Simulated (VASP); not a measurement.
Here is a VASP 6.6.1 calculation.

Contents of INCAR:

```
SYSTEM = NaSr
PREC     = Accurate       ! precision mode
ENCUT    = 600            ! plane-wave cutoff, eV
EDIFF    = 1E-6           ! SCF threshold, eV
ISMEAR   = 0              ! smearing method
SIGMA    = 0.1            ! smearing width, eV
LREAL    = .FALSE.        ! projectors in reciprocal space
LASPH    = .TRUE.         ! aspherical terms in the spheres
NELM     = 60             ! most SCF steps
ALGO     = Fast           ! electronic algorithm
ISIF     = 3              ! what is computed and relaxed
LWAVE    = .FALSE.        ! write WAVECAR
LCHARG   = .FALSE.        ! write CHGCAR
GGA      = PE             ! functional
IBRION   = 2              ! ionic algorithm
NSW      = 100            ! ionic steps
EDIFFG   = -0.01          ! ionic threshold
```

The input KPOINTS:

```
regular mesh
0
G
  10 10 10
  0 0 0
```

The input POSCAR:

```
NaSr
1.0
    0.0000000000      4.5430711948      4.5430711948
    4.5430711948      0.0000000000      4.5430711948
    4.5430711948      4.5430711948      0.0000000000
Na Sr
2 2
Direct
    0.0000000000      0.0000000000      0.0000000000
    0.2500000000      0.2500000000      0.2500000000
    0.5000000000      0.5000000000      0.5000000000
    0.7500000000      0.7500000000      0.7500000000
```

Potentials or basis: VASP PAW PBE potentials, release 64 (Na_pv, Sr_sv).

Launch:

```console
$ cat potpaw_PBE.64/Na_pv/POTCAR potpaw_PBE.64/Sr_sv/POTCAR > POTCAR
$ mpirun -np 1 vasp_std > vasp.out
```

(1) Estimate the band gap on the k mesh.

(2) What does it give for the relaxed volume?

(3) Estimate the relaxed cell.

## Answers

(1) zero (bands 17 and 18 overlap by 1.62 eV).

(2) 48.01 Å³/atom.

(3) a = 6.476 Å, b = 6.476 Å, c = 6.476 Å, α = 60.00°, β = 60.00°, γ = 60.00°.
